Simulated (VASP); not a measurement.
Here is a VASP 6.6.1 calculation.

File INCAR:

```
SYSTEM = W3S
PREC = Accurate
ENCUT = 520
EDIFF = 1E-6
ISMEAR = 0
SIGMA = 0.1
LREAL = .False.
LASPH = .True.
NELM = 60
ALGO = Normal
ISIF = 2
LWAVE = .False.
LCHARG = .False.
LDIPOL = .True.
IDIPOL = 3
DIPOL = 0.5 0.5 0.362
GGA = PE
NBANDS = 32
```

File KPOINTS:

```
Automatic mesh
0
Gamma
  10 10 1
  0 0 0
```

Contents of POSCAR:

```
W3S
1.0
    2.7571643582      0.0000000000      0.0000000000
   -0.9190547861      2.5994794860      0.0000000000
    0.0000000000      0.0000000000     19.8562161274
W S
3 1
Direct
    0.5000000000      0.5000000000      0.2014482505
    0.0000000000      0.0000000000      0.3111437109
    0.5000000000      0.5000000000      0.4208362799
    1.0000000000      1.0000000000      0.5136263307
```

Potentials or basis: VASP PAW PBE potentials, release 64 (W_sv, S).

The run is started by

```bash
$ cat potpaw_PBE.64/W_sv/POTCAR potpaw_PBE.64/S/POTCAR > POTCAR
$ mpirun -np 1 vasp_std > vasp.out
```

Problem. Predict the band gap on the k mesh.

Solution. Zero (bands 24 and 25 overlap by 1.13 eV).

Problem. Estimate the largest force.

Solution. 1.263 eV/Å.

Forces in eV/Å, atoms in the order of the input:
```
W    0.000  0.000  0.163
W    0.000  0.000 -1.263
W    0.000  0.000  1.075
S    0.000  0.000  0.025
```

Caveat: spin-orbit coupling is left out, which moves the levels of the heavy elements.
